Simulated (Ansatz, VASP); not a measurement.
## One calculation of CdTe, two programs

```xyz
2
Lattice="0.0000 3.4112 3.0903 3.4112 0.0000 3.0903 3.4112 3.4112 0.0000" Properties=species:S:1:pos:R:3 pbc="T T T"
Cd    0.0000    0.0000    0.0000
Te    1.7056    1.7056    1.5452
```

Change from the starting cell: epitaxial_xy strain +4.0%.

Alike in both runs: task single point; functional PBE; k mesh 6 × 6 × 6; occupations fermi-dirac, width 0.02 eV; no spin polarisation.

|  | VASP | Ansatz |
| --- | --- | --- |
| version | VASP 6.6.1 | Ansatz 0.2.0 |
| potentials or method | VASP PAW PBE potentials, release 64 (Cd, Te) | plane waves, PAW |
| plane-wave cutoff (eV) | 520 | 420 |
| valence electrons in the cell | 18 | 36 |

```csv
,VASP,Ansatz,Ansatz less VASP
pressure (GPa),0.3,0.1,-0.12
"traceless stress, the component that is largest in VASP (GPa)",0.89,0.89,+0.006
```

VASP's potentials hold 18 valence electrons a cell and Ansatz's 36, so a difference there can come from the potentials and not from the codes.

Neither program's run includes spin-orbit coupling.
